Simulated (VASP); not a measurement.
# TiAl3 in VASP: notebook

The runs below take TiAl3 through single point, relaxation of cell and atoms, with PBE.

Program: VASP 6.6.1. These are calculated values, not measurements. Logs are shortened: lines on timing, memory, paths and dates and some standing lists are left out, and cuts for length are marked.

## Step 1: The cell of the first run

The typed cell holds 4 atoms: a = 2.802 Å, b = 2.802 Å, c = 9.318 Å, α = 90.00°, β = 90.00°, γ = 90.10°.

## Step 2: Single point, PBE

INCAR reads:

```
  PREC = Accurate
  ENCUT = 520
  EDIFF = 1E-7
  ISMEAR = 0
  SIGMA = 0.1
  LREAL = F
  LASPH = T
  NELM = 100
  ALGO = Normal
  ISIF = 2
  LWAVE = F
  LCHARG = F
  GGA = PE
  NBANDS = 18
```

KPOINTS reads:

```
regular mesh
0
Gamma
  6 6 4
```

POSCAR reads:

```
TiAl3
1.0
    1.9795512767     -1.9830066985      0.0000000000
    1.9795512767      1.9830066985      0.0000000000
    0.0000000000      0.0000000000      9.3176968126
Ti Al
1 3
Direct
    0.0000000000      0.0000000000      0.5000000000
    0.5000000000      0.5000000000      0.7150668654
    0.5000000000      0.5000000000      0.2849331346
    0.5000000000      0.5000000000      0.0000000000
```

Potentials or basis: VASP PAW PBE potentials, release 64 (Ti_sv, Al).

On the command line:

```sh
> cat potpaw_PBE.64/Ti_sv/POTCAR potpaw_PBE.64/Al/POTCAR > POTCAR
> mpirun -np 1 vasp_std > vasp.out
```

OUTCAR:

```text
PREC = Accurate
   ENCUT = 520
   EDIFF = 1E-7
   ISMEAR = 0
   LREAL = F
   LASPH = T
   NELM = 100
   ISIF = 2
   GGA = PE

 ion  position               nearest neighbor table
   1  0.000  0.000  0.500-   2 2.82   3 2.82   2 2.82   3 2.82   2 2.82   3 2.82   2 2.82   3 2.82

   2  0.500  0.500  0.715-   4 2.65   1 2.82   1 2.82   1 2.82   1 2.82
   3  0.500  0.500  0.285-   4 2.65   1 2.82   1 2.82   1 2.82   1 2.82
   4  0.500  0.500  0.000-   2 2.65   3 2.65

  LATTYP: Found a base centered orthorhombic cell.
 ALAT       =     3.9591025534
 B/A-ratio  =     1.0017455581
 C/A-ratio  =     2.3534871065

  Lattice vectors:

 A1 = (   1.9795512767,  -1.9830066985,   0.0000000000)
 A2 = (   1.9795512767,   1.9830066985,   0.0000000000)
 A3 = (   0.0000000000,   0.0000000000,   9.3176968126)

Analysis of symmetry for initial positions (statically):
=====================================================================
 Subroutine PRICEL returns:
 Original cell was already a primitive cell.

 Routine SETGRP: Setting up the symmetry group for a
 base centered orthorhombic supercell.

 Subroutine GETGRP returns: Found  8 space group operations
 (whereof  8 operations were pure point group operations)
 out of a pool of  8 trial point group operations.

The static configuration has the point symmetry D_2h.

Analysis of symmetry for dynamics (positions and initial velocities):
=====================================================================
 Subroutine PRICEL returns:
 Original cell was already a primitive cell.

 Routine SETGRP: Setting up the symmetry group for a
 base centered orthorhombic supercell.

 Subroutine GETGRP returns: Found  8 space group operations
 (whereof  8 operations were pure point group operations)
 out of a pool of  8 trial point group operations.

The dynamic configuration has the point symmetry D_2h.

 Subroutine INISYM returns: Found  8 space group operations
 (whereof  8 operations are pure point group operations),
 and found     1 'primitive' translations

----------------------------------------------------------------------------------------

                                     Primitive cell

  volume of cell :      73.1526

  direct lattice vectors                    reciprocal lattice vectors
     1.979551277 -1.983006699  0.000000000     0.252582495 -0.252142366  0.000000000
     1.979551277  1.983006699  0.000000000     0.252582495  0.252142366  0.000000000
     0.000000000  0.000000000  9.317696813     0.000000000  0.000000000  0.107322659

  length of vectors
     2.801952680  2.801952680  9.317696813     0.356894507  0.356894507  0.107322659

  position of ions in fractional coordinates (direct lattice)
     0.000000000  0.000000000  0.500000000
     0.500000000  0.500000000  0.715066865
     0.500000000  0.500000000  0.284933135
     0.500000000  0.500000000  0.000000000

  ion indices of the primitive-cell ions
   primitive index   ion index
                 1           1
                 2           2
                 3           3
                 4           4

----------------------------------------------------------------------------------------

 KPOINTS: regular mesh

Automatic generation of k-mesh.
 Grid dimensions read from file:
 generate k-points for:    6    6    4

 Generating k-lattice:

  Cartesian coordinates                     Fractional coordinates (reciprocal lattice)
     0.042097082 -0.042023728  0.000000000     0.166666667  0.000000000  0.000000000
     0.042097082  0.042023728  0.000000000     0.000000000  0.166666667  0.000000000
     0.000000000  0.000000000  0.026830665     0.000000000  0.000000000  0.250000000

  Length of vectors
     0.059482418  0.059482418  0.026830665

  Shift w.r.t. Gamma in fractional coordinates (k-lattice)
     0.000000000  0.000000000  0.000000000

 Subroutine IBZKPT returns following result:
 ===========================================

 Found     39 irreducible k-points:

 Following reciprocal coordinates:
            Coordinates               Weight
  0.000000  0.000000  0.000000      1.000000
  0.166667  0.000000  0.000000      4.000000
  0.333333  0.000000  0.000000      4.000000
  0.500000  0.000000  0.000000      2.000000
  0.166667  0.166667  0.000000      2.000000
  0.333333  0.166667  0.000000      4.000000
[... 16 lines left out ...]
  0.333333  0.333333  0.250000      4.000000
  0.500000  0.333333  0.250000      8.000000
 [... further k-points ...]
   k-points           NKPTS =     39   k-points in BZ     NKDIM =     39   number of bands    NBANDS=     18
   number of dos      NEDOS =    301   number of ions     NIONS =      4
   total plane-waves  NPLWV =  40320
   dimension x,y,z NGX =    24 NGY =   24 NGZ =   70
   dimension x,y,z NGXF=    48 NGYF=   48 NGZF=  140
   ions per type =               1   3
   NGX,Y,Z   is equivalent  to a cutoff of  14.24, 14.24, 12.49 a.u.
   NGXF,Y,Z  is equivalent  to a cutoff of  28.48, 28.48, 24.98 a.u.
 SYSTEM =  unknown system
   PREC   = accura    normal or accurate (medium, high low for compatibility)
   ISTART =      0    job   : 0-new  1-cont  2-samecut
   ICHARG =      2    charge: 1-file 2-atom 10-const
   ISPIN  =      1    spin polarized calculation?
   LNONCOLLINEAR =      F non collinear calculations
   LSORBIT =      F    spin-orbit coupling
   LASPH  =      T    aspherical Exc in radial PAW
   ENCUT  =  520.0 eV  38.22 Ry    6.18 a.u.   5.21  5.21 17.32*2*pi/ulx,y,z
   NELM   =    100;   NELMIN=  2; NELMDL= -5     # of ELM steps
   EDIFF  = 0.1E-06   stopping-criterion for ELM
   LREAL  =      F    real-space projection
   EDIFFG = 0.1E-05   stopping-criterion for IOM
   NSW    =      0    number of steps for IOM
   IBRION =     -1    ionic relax: 0-MD 1-quasi-New 2-CG
   NFREE  =      0    steps in history (QN), initial steepest desc. (CG)
   ISIF   =      2    stress and relaxation
   ISYM   =      2    0-nonsym 1-usesym 2-fastsym
   POTIM  = 0.5000    time-step for ionic-motion
   TEBEG  =    0.0;   TEEND  =   0.0 temperature during run
   PSTRESS=    0.0 pullay stress
   NELECT =      21.0000    total number of electrons
   NUPDOWN=      -1.0000    fix difference up-down
   EMIN   =  10.00;   EMAX   =-10.00  energy-range for DOS
   EFERMI =   0.00;   METHOD = LEGACY
   ISMEAR =     0;   SIGMA  =   0.10  broadening in eV -4-tet -1-fermi 0-gaus
   EFERMI_NEDOS =   21; number of points for ismear=-14 and -15
   IALGO  =     38    algorithm
   IMIX   =      4    mixing-type and parameters
     AMIX     =   0.40;   BMIX     =  1.00
     AMIX_MAG =   1.60;   BMIX_MAG =  1.00
  volume/ion in A,a.u.               =      18.29       123.41
  Fermi-wavevector in a.u.,A,eV,Ry     =   1.079953  2.040815 15.868447  1.166298
  Thomas-Fermi vector in A             =   2.215931
   LORBIT       =      0    0 simple, 1 ext, 2 COOP (PROOUT), +10 PAW based schemes
   GGA     = PE    functional components
   LHFCALC =     F    Hartree Fock is set to
   AEXX    =    0.0000 exact exchange contribution
   IVDW    =     0    specifies the selected vdW correction
   LEPSILON=     F    determine dielectric tensor
   LRPA    =     F    only Hartree local field effects (RPA)
 non-spin polarized calculation
 Gauss-broadening in eV      SIGMA  =   0.10
  energy-cutoff  :      520.00
  volume of cell :       73.15
 maximum number of plane-waves:      2018
 NGX is ok and might be reduce to    24
   NGX = 11   NGY = 11   NGZ = 35

 number of electron      20.9999993 magnetization

 Free energy of the ion-electron system (eV)
  ---------------------------------------------------
  ext. energy  EPLUGINS =         0.00000000
  ---------------------------------------------------
  free energy    TOTEN  =       -19.28294279 eV

  energy without entropy =      -19.26750084  energy(sigma->0) =      -19.27522181

 E-fermi :   6.6567     XC(G=0): -10.1014

 val. band max:        6.5970498934   @ k =   0.3333   0.3333   0.2500
 cond. band min:       6.6624024909   @ k =   0.3333   0.0000   0.5000
 fundamental gap:      0.0653525975
 Fermi energy:         6.6567458930

 k-point     1 :       0.0000    0.0000    0.0000
  band No.  band energies     occupation
      1     -49.8179      2.00000
      2     -26.1665      2.00000
      3     -25.7874      2.00000
      4     -25.7873      2.00000
      5      -2.5085      2.00000
      6      -1.0550      2.00000
[... 10 lines left out ...]
     17      14.6915      0.00000
     18      15.0866      0.00000

 k-point     2 :       0.1667    0.0000    0.0000
  band No.  band energies     occupation
      1     -49.8021      2.00000
      2     -26.1501      2.00000
      3     -25.9181      2.00000
      4     -25.7760      2.00000
      5      -1.9825      2.00000
      6      -0.5917      2.00000
[... 10 lines left out ...]
     17      12.8574      0.00000
     18      12.8670      0.00000

 k-point     3 :       0.3333    0.0000    0.0000
  band No.  band energies     occupation
      1     -49.7702      2.00000
      2     -26.1735      2.00000
      3     -26.1171      2.00000
      4     -25.7533      2.00000
      5      -0.4453      2.00000
      6       0.7352      2.00000
[... 10 lines left out ...]
     17      10.3390      0.00000
     18      13.1747      0.00000

 k-point     4 :       0.5000    0.0000    0.0000
  band No.  band energies     occupation
      1     -49.7541      2.00000
      2     -26.2985      2.00000
      3     -26.1005      2.00000
      4     -25.7418      2.00000
      5       1.6092      2.00000
      6       2.1702      2.00000
[... 10 lines left out ...]
     17      10.1937      0.00000
     18      11.3618      0.00000

 k-point     5 :       0.1667    0.1667    0.0000
  band No.  band energies     occupation
      1     -49.7864      2.00000
      2     -26.1341      2.00000
      3     -25.9109      2.00000
      4     -25.8990      2.00000
      5      -1.4604      2.00000
      6      -0.1284      2.00000
[... 10 lines left out ...]
     17      12.1169      0.00000
     18      12.5448      0.00000

 k-point     6 :       0.3333    0.1667    0.0000
  band No.  band energies     occupation
      1     -49.7548      2.00000
      2     -26.1571      2.00000
      3     -26.1019      2.00000
      4     -25.8784      2.00000
      5       0.0623      2.00000
      6       1.1945      2.00000
[... 10 lines left out ...]
     17      10.4444      0.00000
     18      12.3899      0.00000

 k-point     7 :       0.5000    0.1667    0.0000
  band No.  band energies     occupation
      1     -49.7389      2.00000
      2     -26.2802      2.00000
      3     -26.0858      2.00000
      4     -25.8652      2.00000
      5       2.0755      2.00000
      6       2.6342      2.00000
[... 10 lines left out ...]
     17      11.1084      0.00000
     18      11.4688      0.00000

 k-point     8 :      -0.3333    0.1667    0.0000
  band No.  band energies     occupation
      1     -49.7548      2.00000
      2     -26.1570      2.00000
      3     -26.1019      2.00000
      4     -25.8783      2.00000
      5       0.0554      2.00000
      6       1.1888      2.00000
[... 10 lines left out ...]
     17      10.4502      0.00000
     18      12.4161      0.00000
[... 229 lines left out ...]
     17      11.1609      0.00000
     18      12.3219      0.00000

 k-point    20 :       0.5000    0.1667    0.2500
  band No.  band energies     occupation
      1     -49.7389      2.00000
      2     -26.2802      2.00000
      3     -26.0858      2.00000
      4     -25.8652      2.00000
      5       2.0428      2.00000
      6       2.6981      2.00000
[... 10 lines left out ...]
     17      11.6023      0.00000
     18      12.1026      0.00000

 k-point    21 :      -0.3333    0.1667    0.2500
  band No.  band energies     occupation
      1     -49.7548      2.00000
      2     -26.1570      2.00000
      3     -26.1019      2.00000
      4     -25.8783      2.00000
      5       0.1274      2.00000
      6       0.9299      2.00000
[... 10 lines left out ...]
     17      11.1638      0.00000
     18      12.3422      0.00000

 k-point    22 :      -0.1667    0.1667    0.2500
  band No.  band energies     occupation
      1     -49.7864      2.00000
      2     -26.1341      2.00000
      3     -25.9110      2.00000
      4     -25.8987      2.00000
      5      -1.3744      2.00000
      6      -0.5068      2.00000
[... 10 lines left out ...]
     17      11.7505      0.00000
     18      12.6921      0.00000

 k-point    23 :       0.3333    0.3333    0.2500
  band No.  band energies     occupation
      1     -49.7238      2.00000
      2     -26.1288      2.00000
      3     -26.1183      2.00000
      4     -26.0714      2.00000
      5       1.5884      2.00000
      6       2.2805      2.00000
[... 10 lines left out ...]
     17      10.8714      0.00000
     18      11.0178      0.00000

 k-point    24 :       0.5000    0.3333    0.2500
  band No.  band energies     occupation
      1     -49.7082      2.00000
      2     -26.2435      2.00000
      3     -26.1067      2.00000
      4     -26.0561      2.00000
      5       3.2930      2.00000
      6       3.7168      2.00000
[... 10 lines left out ...]
     17      10.7184      0.00000
     18      11.5220      0.00000

 [... further k-points ...]
[... 5 lines left out ...]
  --------------------------------------------------------------------------------------
  -------------------------------------------------------------------------------------
  Total       -0.0124110     -0.0473908     -0.0246321      0.0000000      0.0000000      0.0000000
  in kB       -0.2718236     -1.0379465     -0.5394898      0.0000000      0.0000000      0.0000000
  external PRESSURE =      -0.6164199 kB  Pullay stress =       0.0000000 kB

 VOLUME and BASIS-vectors are now :
 -----------------------------------------------------------------------------
  energy-cutoff  :      520.00
  volume of cell :       73.15
      direct lattice vectors                 reciprocal lattice vectors
     1.979551277 -1.983006699  0.000000000     0.252582495 -0.252142366  0.000000000
     1.979551277  1.983006699  0.000000000     0.252582495  0.252142366  0.000000000
     0.000000000  0.000000000  9.317696813     0.000000000  0.000000000  0.107322659

 POSITION                                       TOTAL-FORCE (eV/Angst)
 -----------------------------------------------------------------------------------
      0.00000      0.00000      4.65885         0.000000     -0.000000      0.000000
      1.97955      0.00000      6.66278        -0.000000     -0.000000      0.003267
      1.97955      0.00000      2.65492         0.000000     -0.000000     -0.003267
      1.97955      0.00000      0.00000         0.000000      0.000000      0.000000
 -----------------------------------------------------------------------------------
    total drift:                                0.000000      0.000000      0.000000

  FREE ENERGIE OF THE ION-ELECTRON SYSTEM (eV)
  ---------------------------------------------------
  free  energy   TOTEN  =       -19.2829427853 eV

  energy  without entropy=      -19.2675008417  energy(sigma->0) =      -19.27522181
```

Run time: 22 s. Hardware: 1 thread of Intel Xeon 6975P-C (Granite Rapids), shared host; peak memory 0.21 GiB.

What came out:

- Free energy: -19.2829 eV
- Pressure: -0.1 GPa
- Largest force: 0.003 eV/Å

Forces on the atoms (eV/Å):
```
Ti   0.000  0.000  0.000
Al   0.000  0.000  0.003
Al   0.000  0.000 -0.003
Al   0.000  0.000  0.000
```

Caveat: the k points lie up to 0.37 Å⁻¹ apart.

(Part 1 of 2 ends here.)
